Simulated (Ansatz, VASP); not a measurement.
# Ru: VASP beside Ansatz

```
CELL_PARAMETERS angstrom
2.72083 0.00000 0.00000
-1.36041 2.35631 0.00000
0.00000 0.00000 4.29284
ATOMIC_POSITIONS crystal
Ru 0.00000 0.00000 0.00000
Ru 0.33333 0.66667 0.50000
```

Alike in both runs: functional PBE; k mesh 23 × 23 × 13; no spin polarisation.

Ansatz relaxed the structure, and its values are those at the end. VASP's run is a single point on that final structure, the one shown.

|  | VASP | Ansatz |
| --- | --- | --- |
| version | VASP 6.6.1 | Ansatz 0.2.0 |
| potentials or method | VASP PAW PBE potentials, release 64 (Ru_pv) | plane-wave PAW, scalar-relativistic |
| plane-wave cutoff (eV) | 500 | 420 |
| occupations | methfessel-paxton of order 1, width 0.1 eV | cold, width 0.1 eV |
| valence electrons in the cell | 28 | 32 |

|  | VASP | Ansatz | Ansatz less VASP |
| --- | --- | --- | --- |
| pressure (GPa) | 0.0 | 0.0 | +0.04 |

VASP's potentials hold 28 valence electrons a cell and Ansatz's 32, so a difference there can come from the potentials and not from the codes.
